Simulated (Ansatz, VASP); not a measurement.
## Two plane-wave programs on Ti3H2

```
CELL_PARAMETERS angstrom
4.00130 0.00000 0.00000
0.00000 4.00130 0.00000
0.00000 0.00000 3.98374
ATOMIC_POSITIONS crystal
Ti 0.50000 0.00000 0.95385
Ti 0.00000 0.50000 0.95385
Ti 0.00000 0.00000 0.45389
H 0.00000 0.00000 0.95385
H 0.50000 0.50000 0.95456
```

Change from the starting cell: species swapped into the Cu3Te2 type (P4mm, No. 99).

Alike in both runs: functional PBE; k mesh 5 × 5 × 4; occupations gaussian, width 0.2 eV; no spin polarisation.

Ansatz relaxed the structure, and its values are those at the end. VASP's run is a single point on that final structure, the one shown.

|  | VASP | Ansatz |
| --- | --- | --- |
| version | VASP 6.6.1 | Ansatz 0.2.0 |
| potentials or method | VASP PAW PBE potentials, release 64 (Ti_sv, H), cutoff 500 eV | scalar-relativistic, plane waves, PAW |
| valence electrons in the cell | 38 | 38 |

VASP gave:

| Quantity | Value |
| --- | --- |
| gap on the k mesh at the Fermi level (eV) | none |
| pressure (GPa) | -0.3 |

Problem. What did Ansatz give for the same quantities?

Solution. gap on the k mesh at the Fermi level (eV): none; pressure (GPa): -0.1.

A gap of «none» marks a metal or a gap that the smearing closes.

The k mesh is coarse, so the values compare programs but aren't converged.
